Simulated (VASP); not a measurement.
Crystal: ZrB.

```
Zr B
1.0
     0.00000    2.30940    2.30940
     2.30940    0.00000    2.30940
     2.30940    2.30940    0.00000
Zr B
1 1
Direct
  0.00000 0.00000 0.00000
  0.50000 0.50000 0.50000
```

Program: VASP 6.6.1. Alike in all runs: task single point; no spin polarisation; cell as given; k mesh 10 × 10 × 10; cutoff (eV) 520; smearing fermi-dirac 0.05 eV.

Task: Order these runs on this cell by their pressure, lowest first.
A. level PBE; potentials or basis VASP PAW PBE potentials, release 64 (Zr_sv, B)
B. level LDA; potentials or basis VASP PAW LDA potentials, release 64 (Zr_sv, B)
C. level PBEsol; potentials or basis VASP PAW PBE potentials, release 64 (Zr_sv, B)
D. level r2SCAN; potentials or basis VASP PAW PBE potentials, release 64 (Zr_sv, B)

Result: B (31.2 GPa), C (35.2 GPa), A (40.7 GPa), D (42.7 GPa).

Caveats: the PAW data sets were made with another functional, which shifts forces and pressure a little (some runs).
